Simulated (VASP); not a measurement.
# Hf (Fm-3m) in VASP: notebook

Runs on Hf. Level: PBE. Tasks: single point.

All numbers are computed with VASP 6.6.1; they aren't measurements. Logs are shortened: lines on timing, memory, paths and dates and some standing lists are left out, and cuts for length are marked.

## (1) The cell of the first run

The structure is cubic, space group Fm-3m (No. 225). Conventional cell: a = 4.425 Å, b = 4.425 Å, c = 4.425 Å, α = 90.00°, β = 90.00°, γ = 90.00°. Within 4.1 Å of Hf (site symmetry m-3m) lie 12 Hf at 3.13 Å.

## (2) Single point, PBE

INCAR reads:

```
SYSTEM = Hf
PREC = Accurate ; ENCUT = 520
EDIFF = 1E-6 ; ISMEAR = -1
SIGMA = 0.06122561905347299 ; LREAL = .False.
LASPH = .True. ; NELM = 80
ALGO = Normal ; ISIF = 2
LWAVE = .False. ; LCHARG = .False.
GGA = PE ; NBANDS = 11
```

KPOINTS reads:

```
Automatic mesh
0
Gamma
  21 21 21
  0 0 0
```

POSCAR reads:

```
Hf
1.0
    0.0000000000      2.2126004078      2.2126004078
    2.2126004078      0.0000000000      2.2126004078
    2.2126004078      2.2126004078      0.0000000000
Hf
1
Direct
    0.0000000000      0.0000000000      0.0000000000
```

Potentials or basis: VASP PAW PBE potentials, release 64 (Hf_pv).

Command:

```console
cat potpaw_PBE.64/Hf_pv/POTCAR > POTCAR
mpirun -np 1 vasp_std > vasp.out
```

OUTCAR:

```text
SYSTEM = Hf
   PREC = Accurate
   ENCUT = 520
   EDIFF = 1E-6
   ISMEAR = -1
   LREAL = .False.
   LASPH = .True.
   NELM = 80
   ISIF = 2
   GGA = PE

 ion  position               nearest neighbor table
   1  0.000  0.000  0.000-

  LATTYP: Found a face centered cubic cell.
 ALAT       =     4.4252008156

  Lattice vectors:

 A1 = (   0.0000000000,   2.2126004078,   2.2126004078)
 A2 = (   2.2126004078,   0.0000000000,   2.2126004078)
 A3 = (   2.2126004078,   2.2126004078,   0.0000000000)

Analysis of symmetry for initial positions (statically):
=====================================================================
 Subroutine PRICEL returns:
 Original cell was already a primitive cell.

 Routine SETGRP: Setting up the symmetry group for a
 face centered cubic supercell.

 Subroutine GETGRP returns: Found 48 space group operations
 (whereof 48 operations were pure point group operations)
 out of a pool of 48 trial point group operations.

The static configuration has the point symmetry O_h .

Analysis of symmetry for dynamics (positions and initial velocities):
=====================================================================
 Subroutine PRICEL returns:
 Original cell was already a primitive cell.

 Routine SETGRP: Setting up the symmetry group for a
 face centered cubic supercell.

 Subroutine GETGRP returns: Found 48 space group operations
 (whereof 48 operations were pure point group operations)
 out of a pool of 48 trial point group operations.

The dynamic configuration has the point symmetry O_h .

 Subroutine INISYM returns: Found 48 space group operations
 (whereof 48 operations are pure point group operations),
 and found     1 'primitive' translations

----------------------------------------------------------------------------------------

                                     Primitive cell

  volume of cell :      21.6640

  direct lattice vectors                    reciprocal lattice vectors
     0.000000000  2.212600408  2.212600408    -0.225978445  0.225978445  0.225978445
     2.212600408  0.000000000  2.212600408     0.225978445 -0.225978445  0.225978445
     2.212600408  2.212600408  0.000000000     0.225978445  0.225978445 -0.225978445

  length of vectors
     3.129089505  3.129089505  3.129089505     0.391406148  0.391406148  0.391406148

  position of ions in fractional coordinates (direct lattice)
     0.000000000  0.000000000  0.000000000

  ion indices of the primitive-cell ions
   primitive index   ion index
                 1           1

----------------------------------------------------------------------------------------

 KPOINTS: Automatic mesh

Automatic generation of k-mesh.
 Grid dimensions read from file:
 generate k-points for:   21   21   21

 Generating k-lattice:

  Cartesian coordinates                     Fractional coordinates (reciprocal lattice)
    -0.010760878  0.010760878  0.010760878     0.047619048  0.000000000  0.000000000
     0.010760878 -0.010760878  0.010760878     0.000000000  0.047619048  0.000000000
     0.010760878  0.010760878 -0.010760878     0.000000000  0.000000000  0.047619048

  Length of vectors
     0.018638388  0.018638388  0.018638388

  Shift w.r.t. Gamma in fractional coordinates (k-lattice)
     0.000000000  0.000000000  0.000000000

 Subroutine IBZKPT returns following result:
 ===========================================

 Found    286 irreducible k-points:

 Following reciprocal coordinates:
            Coordinates               Weight
  0.000000  0.000000  0.000000      1.000000
  0.047619  0.000000  0.000000      8.000000
  0.095238  0.000000  0.000000      8.000000
  0.142857  0.000000  0.000000      8.000000
  0.190476  0.000000  0.000000      8.000000
  0.238095  0.000000  0.000000      8.000000
[... 16 lines left out ...]
 -0.428571  0.047619  0.000000     24.000000
 -0.380952  0.047619  0.000000     24.000000
 [... further k-points ...]
   k-points           NKPTS =    286   k-points in BZ     NKDIM =    286   number of bands    NBANDS=     11
   number of dos      NEDOS =    301   number of ions     NIONS =      1
   total plane-waves  NPLWV =  13824
   dimension x,y,z NGX =    24 NGY =   24 NGZ =   24
   dimension x,y,z NGXF=    48 NGYF=   48 NGZF=   48
   ions per type =               1
   NGX,Y,Z   is equivalent  to a cutoff of  12.75, 12.75, 12.75 a.u.
   NGXF,Y,Z  is equivalent  to a cutoff of  25.50, 25.50, 25.50 a.u.
 SYSTEM =  Hf
   PREC   = accura    normal or accurate (medium, high low for compatibility)
   ISTART =      0    job   : 0-new  1-cont  2-samecut
   ICHARG =      2    charge: 1-file 2-atom 10-const
   ISPIN  =      1    spin polarized calculation?
   LNONCOLLINEAR =      F non collinear calculations
   LSORBIT =      F    spin-orbit coupling
   LASPH  =      T    aspherical Exc in radial PAW
   ENCUT  =  520.0 eV  38.22 Ry    6.18 a.u.   5.82  5.82  5.82*2*pi/ulx,y,z
   NELM   =     80;   NELMIN=  2; NELMDL= -5     # of ELM steps
   EDIFF  = 0.1E-05   stopping-criterion for ELM
   LREAL  =      F    real-space projection
   EDIFFG = 0.1E-04   stopping-criterion for IOM
   NSW    =      0    number of steps for IOM
   IBRION =     -1    ionic relax: 0-MD 1-quasi-New 2-CG
   NFREE  =      0    steps in history (QN), initial steepest desc. (CG)
   ISIF   =      2    stress and relaxation
   ISYM   =      2    0-nonsym 1-usesym 2-fastsym
   POTIM  = 0.5000    time-step for ionic-motion
   TEBEG  =    0.0;   TEEND  =   0.0 temperature during run
   PSTRESS=    0.0 pullay stress
   NELECT =      10.0000    total number of electrons
   NUPDOWN=      -1.0000    fix difference up-down
   EMIN   =  10.00;   EMAX   =-10.00  energy-range for DOS
   EFERMI =   0.00;   METHOD = LEGACY
   ISMEAR =    -1;   SIGMA  =   0.06  broadening in eV -4-tet -1-fermi 0-gaus
   EFERMI_NEDOS =   21; number of points for ismear=-14 and -15
   IALGO  =     38    algorithm
   IMIX   =      4    mixing-type and parameters
     AMIX     =   0.40;   BMIX     =  1.00
     AMIX_MAG =   1.60;   BMIX_MAG =  1.00
  volume/ion in A,a.u.               =      21.66       146.20
  Fermi-wavevector in a.u.,A,eV,Ry     =   1.265208  2.390896 21.779535  1.600751
  Thomas-Fermi vector in A             =   2.398473
   LORBIT       =      0    0 simple, 1 ext, 2 COOP (PROOUT), +10 PAW based schemes
   GGA     = PE    functional components
   LHFCALC =     F    Hartree Fock is set to
   AEXX    =    0.0000 exact exchange contribution
   IVDW    =     0    specifies the selected vdW correction
   LEPSILON=     F    determine dielectric tensor
   LRPA    =     F    only Hartree local field effects (RPA)
 non-spin polarized calculation
  energy-cutoff  :      520.00
  volume of cell :       21.66
 maximum number of plane-waves:       596
   NGX = 11   NGY = 11   NGZ = 11

 number of electron      10.0000000 magnetization

 Free energy of the ion-electron system (eV)
  ---------------------------------------------------
  ext. energy  EPLUGINS =         0.00000000
  ---------------------------------------------------
  free energy    TOTEN  =        -9.85261012 eV

  energy without entropy =       -9.83519334  energy(sigma->0) =       -9.84390173

 E-fermi :   4.9703     XC(G=0): -11.4326

 val. band max:        4.9688463000   @ k =   0.2857   0.0000   0.0000
 cond. band min:       4.9722288304   @ k =  -0.3333   0.3333   0.1429
 fundamental gap:      0.0033825304
 Fermi energy:         4.9703486513

 k-point     1 :       0.0000    0.0000    0.0000
  band No.  band energies     occupation
      1     -24.9287      2.00000
      2     -24.9287      2.00000
      3     -24.9287      2.00000
      4      -2.3534      2.00000
      5       6.3841      0.00000
      6       6.3841      0.00000
      7       6.3841      0.00000
      8       9.2919      0.00000
      9       9.2919      0.00000
     10      16.3881      0.00000
     11      18.1468      0.00000

 k-point     2 :       0.0476    0.0000    0.0000
  band No.  band energies     occupation
      1     -24.9503      2.00000
      2     -24.9314      2.00000
      3     -24.9314      2.00000
      4      -2.2705      2.00000
      5       6.2968      0.00000
      6       6.4246      0.00000
      7       6.4246      0.00000
      8       9.2451      0.00000
      9       9.2451      0.00000
     10      16.5769      0.00000
     11      18.1466      0.00000

 k-point     3 :       0.0952    0.0000    0.0000
  band No.  band energies     occupation
      1     -25.0128      2.00000
      2     -24.9393      2.00000
      3     -24.9393      2.00000
      4      -2.0271      2.00000
      5       6.0615      0.00000
      6       6.5350      0.00000
      7       6.5350      0.00000
      8       9.1292      0.00000
      9       9.1292      0.00000
     10      17.0951      0.00000
     11      18.1454      0.00000

 k-point     4 :       0.1429    0.0000    0.0000
  band No.  band energies     occupation
      1     -25.1094      2.00000
      2     -24.9516      2.00000
      3     -24.9516      2.00000
      4      -1.6396      2.00000
      5       5.7414      0.00001
      6       6.6766      0.00000
      7       6.6766      0.00000
      8       9.0138      0.00000
      9       9.0138      0.00000
     10      17.6716      0.00000
     11      18.1436      0.00000

 k-point     5 :       0.1905    0.0000    0.0000
  band No.  band energies     occupation
      1     -25.2302      2.00000
      2     -24.9671      2.00000
      3     -24.9671      2.00000
      4      -1.1367      2.00000
      5       5.4086      0.00156
      6       6.7784      0.00000
      7       6.7784      0.00000
      8       9.0042      0.00000
      9       9.0042      0.00000
     10      17.3395      0.00000
     11      18.1493      0.00000
[... 211 lines left out ...]
 k-point    21 :       0.4762    0.0476    0.0000
  band No.  band energies     occupation
      1     -25.8138      2.00000
      2     -25.0580      2.00000
      3     -25.0534      2.00000
      4       1.2837      2.00000
      5       5.4391      0.00095
      6       6.1359      0.00000
      7       6.2439      0.00000
      8      11.3565      0.00000
      9      11.4963      0.00000
     10      14.7442      0.00000
     11      16.3875      0.00000

 k-point    22 :      -0.4762    0.0476    0.0000
  band No.  band energies     occupation
      1     -25.8260      2.00000
      2     -25.0635      2.00000
      3     -25.0515      2.00000
      4       1.3144      2.00000
      5       5.4992      0.00035
      6       6.1416      0.00000
      7       6.2133      0.00000
      8      11.4431      0.00000
      9      11.6084      0.00000
     10      14.6723      0.00000
     11      16.2211      0.00000

 k-point    23 :      -0.4286    0.0476    0.0000
  band No.  band energies     occupation
      1     -25.8014      2.00000
      2     -25.0635      2.00000
      3     -25.0443      2.00000
      4       1.2528      2.00000
      5       5.3966      0.00189
      6       6.1487      0.00000
      7       6.2464      0.00000
      8      11.1007      0.00000
      9      11.5541      0.00000
     10      14.8122      0.00000
     11      16.5583      0.00000

 k-point    24 :      -0.3810    0.0476    0.0000
  band No.  band energies     occupation
      1     -25.7418      2.00000
      2     -25.0580      2.00000
      3     -25.0327      2.00000
      4       1.0762      2.00000
      5       5.1694      0.07457
      6       6.2165      0.00000
      7       6.3411      0.00000
      8      10.5654      0.00000
      9      11.2241      0.00000
     10      15.1006      0.00000
     11      17.3644      0.00000

 [... further k-points ...]

------------------------ aborting loop because EDIFF is reached ----------------------------------------

  FORCE on cell =-STRESS in cart. coord.  units (eV):
  Direction    XX          YY          ZZ          XY          YZ          ZX
  --------------------------------------------------------------------------------------
  -------------------------------------------------------------------------------------
  Total        0.5378567      0.5378567      0.5378567      0.0000000     -0.0000000      0.0000000
  in kB       39.7775676     39.7775676     39.7775676      0.0000000     -0.0000000      0.0000000
  external PRESSURE =      39.7775676 kB  Pullay stress =       0.0000000 kB

 VOLUME and BASIS-vectors are now :
 -----------------------------------------------------------------------------
  energy-cutoff  :      520.00
  volume of cell :       21.66
      direct lattice vectors                 reciprocal lattice vectors
     0.000000000  2.212600408  2.212600408    -0.225978445  0.225978445  0.225978445
     2.212600408  0.000000000  2.212600408     0.225978445 -0.225978445  0.225978445
     2.212600408  2.212600408  0.000000000     0.225978445  0.225978445 -0.225978445

 POSITION                                       TOTAL-FORCE (eV/Angst)
 -----------------------------------------------------------------------------------
      0.00000      0.00000      0.00000         0.000000      0.000000      0.000000
 -----------------------------------------------------------------------------------
    total drift:                                0.000000      0.000000     -0.000000

  FREE ENERGIE OF THE ION-ELECTRON SYSTEM (eV)
  ---------------------------------------------------
  free  energy   TOTEN  =        -9.8526101213 eV

  energy  without entropy=       -9.8351933369  energy(sigma->0) =       -9.84390173
```

Wall time 24 s (1 thread of Intel Xeon Platinum 8488C (Sapphire Rapids), shared host); peak memory 0.19 GiB.

Results:

* Free energy: -9.8526 eV
* Pressure: 4.0 GPa
* Band gap on the k mesh: zero (band 5 reaches 6.38 eV, above the bottom of band 6 at 4.44 eV)

Caveat: spin-orbit coupling is left out, which moves the levels of the heavy elements.

## (3) Single point, PBE

This run uses another cell than the first one, of 22.12 Å³/atom, 1.021 times its volume.

INCAR reads:

```
SYSTEM = Hf
ALGO = Normal
EDIFF = 1E-7
ENCUT = 520
GGA = PE
ISIF = 2
ISMEAR = -1
LASPH = .True.
LCHARG = .False.
LREAL = .False.
LWAVE = .False.
NBANDS = 11
NELM = 100
PREC = Accurate
SIGMA = 0.06122561905347299
```

KPOINTS reads:

```
k-points
0
Gamma
  21 21 21
  0 0 0
```

POSCAR reads:

```
Hf
1.0
    0.0000000000      2.2278602032      2.2278602032
    2.2278602032      0.0000000000      2.2278602032
    2.2278602032      2.2278602032      0.0000000000
Hf
1
Direct
    0.0000000000      0.0000000000      0.0000000000
```

Potentials or basis: VASP PAW PBE potentials, release 64 (Hf_pv).

Command:

```console
cat potpaw_PBE.64/Hf_pv/POTCAR > POTCAR
mpirun -np 1 vasp_std > vasp.out
```

It took 35 s on 1 thread of Intel Xeon Platinum 8488C (Sapphire Rapids), shared host; peak memory 0.19 GiB.

Results (log left out):

| Property | Result |
| --- | --- |
| Free energy | -9.8606 eV |
| Pressure | 1.7 GPa |
| Band gap on the k mesh | zero (band 5 reaches 6.23 eV, above the bottom of band 6 at 4.30 eV) |

Levels at points of the mesh, in eV from the Fermi level:
```
           k point  band 2  band 3  band 4  band 5  band 6  band 7  band 8  band 9
(0.00, 0.00, 0.00)  -29.97  -29.97   -7.25    1.41    1.41    1.41    4.24    4.24
```

Caveat: spin-orbit coupling is left out, which moves the levels of the heavy elements.

## (4) Single point, PBE

This run uses another cell than the first one, of 22.57 Å³/atom, 1.042 times its volume.

INCAR reads:

```
PREC = Accurate ; ENCUT = 520
EDIFF = 1E-7 ; ISMEAR = -1
SIGMA = 0.06122561905347299 ; LREAL = False
LASPH = True ; NELM = 80
ALGO = Normal ; ISIF = 2
LWAVE = False ; LCHARG = False
GGA = PE ; NBANDS = 11
```

KPOINTS reads:

```
regular mesh
0
Gamma
  21 21 21
```

POSCAR reads:

```
Hf
1.0
    0.0000000000      2.2429137693      2.2429137693
    2.2429137693      0.0000000000      2.2429137693
    2.2429137693      2.2429137693      0.0000000000
Hf
1
Direct
    0.0000000000      0.0000000000      0.0000000000
```

Command:

```console
cat potpaw_PBE.64/Hf_pv/POTCAR > POTCAR
mpirun -np 1 vasp_std > vasp.out
```

It took 30 s on 1 thread of Intel Xeon Platinum 8488C (Sapphire Rapids), shared host; peak memory 0.19 GiB.

It converged, with:

- Free energy: -9.8623 eV
- Pressure: -0.5 GPa
- Band gap on the k mesh: zero (band 5 reaches 6.08 eV, above the bottom of band 6 at 4.17 eV)

Levels at points of the mesh, in eV from the Fermi level:
| k point | band 3 | band 4 | band 5 | band 6 | band 7 | band 8 |
| --- | --- | --- | --- | --- | --- | --- |
| (0.00, 0.00, 0.00) | -30.05 | -7.18 | 1.40 | 1.40 | 1.40 | 4.16 |

Caveat: spin-orbit coupling is left out, which moves the levels of the heavy elements.

## (5) The runs side by side

| cell | gap on the mesh (eV) | pressure (GPa) |
| --- | --- | --- |
| a = 3.129 Å, angles 60.0°, 1 atom | none | 4.0 |
| a = 3.151 Å, angles 60.0°, 1 atom | none | 1.7 |
| a = 3.172 Å, angles 60.0°, 1 atom | none | -0.5 |

Alike in all rows: task single point; level PBE; potentials or basis VASP PAW PBE potentials, release 64 (Hf_pv); no spin polarisation; k mesh 21 × 21 × 21; cutoff (eV) 520; smearing fermi-dirac 0.0612256 eV.

Caveats: spin-orbit coupling is left out, which moves the levels of the heavy elements.

Total energies depend on the potentials used, so only differences within one code and one set of settings carry meaning.
